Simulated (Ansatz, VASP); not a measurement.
## Sn in VASP and in Ansatz

```
Sn
1.0
     3.35498    0.00000    0.00000
    -1.67749    2.90550    0.00000
     0.00000    0.00000    5.37169
Sn
2
Direct
  0.33333 0.66667 0.25000
  0.66667 0.33333 0.75000
```

Alike in both runs: task relaxation of cell and atoms; functional PBEsol; k mesh 12 × 12 × 8; occupations gaussian, width 0.1 eV; no spin polarisation.

|  | VASP | Ansatz |
| --- | --- | --- |
| version | VASP 6.6.1 | Ansatz 0.2.0 |
| potentials or method | VASP PAW PBE potentials, release 64 (Sn_d), cutoff 600 eV | scalar-relativistic, plane waves, PAW |
| valence electrons in the cell | 28 | 28 |

```tsv
	VASP	Ansatz	Ansatz less VASP
gap on the k mesh at the Fermi level, each at its own relaxed structure (eV)	none	none	-
relaxed volume (Å³/atom)	26.25	26.24	-0.004
relaxed length of the cell vector where the two differ most in proportion (Å)	5.463	5.427	-0.0363
```

VASP's potentials were made for PBE, not for PBEsol. A gap of «none» marks a metal or a gap that the smearing closes.
